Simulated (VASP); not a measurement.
Here is a VASP 6.6.1 calculation.

Contents of INCAR:

```
SYSTEM = ScAl3N4
  PREC = Accurate
  ENCUT = 600
  EDIFF = 1E-6
  ISMEAR = 0
  SIGMA = 0.02
  LREAL = .FALSE.
  LASPH = .TRUE.
  NELM = 120
  ALGO = Normal
  ISIF = 2
  LWAVE = .FALSE.
  LCHARG = .FALSE.
  GGA = PE
  NBANDS = 30
  GGA_COMPAT = .FALSE.
```

KPOINTS

```
Automatic mesh
0
G
  10 10 10
  0 0 0
```

POSCAR

```
ScAl3N4
1.0
   -2.1267641106      2.1267641106      4.1290782511
    2.1267641106     -2.1267641106      4.1290782511
    2.1267641106      2.1267641106     -4.1290782511
Sc Al N
1 3 4
Direct
    0.0000000000      0.0000000000      0.0000000000
    0.5000000000      0.5000000000      0.0000000000
    0.7500000000      0.2500000000      0.5000000000
    0.2500000000      0.7500000000      0.5000000000
    0.7375500573      0.7375500573      0.0000000000
    0.2624499427      0.2624499427      0.0000000000
    0.5000000000      0.0000000000      0.5000000000
    0.0000000000      0.5000000000      0.5000000000
```

Potentials or basis: VASP PAW PBE potentials, release 64 (Sc_sv, Al, N).

Run with:

```sh
$ cat potpaw_PBE.64/Sc_sv/POTCAR potpaw_PBE.64/Al/POTCAR potpaw_PBE.64/N/POTCAR > POTCAR
$ mpirun -np 1 vasp_std > vasp.out
```

What does it give for the pressure?

0.2 GPa.

Predict the band gap on the k mesh.

1.95 eV, direct.

Forces in eV/Å, atoms in the order of the input:
```
Sc   0.000  0.000  0.000
Al   0.000  0.000  0.000
Al   0.000  0.000  0.000
Al   0.000  0.000  0.000
N    0.000  0.000 -0.051
N    0.000  0.000  0.051
N    0.000  0.000  0.000
N    0.000  0.000  0.000
```

A k mesh can miss the band edges.
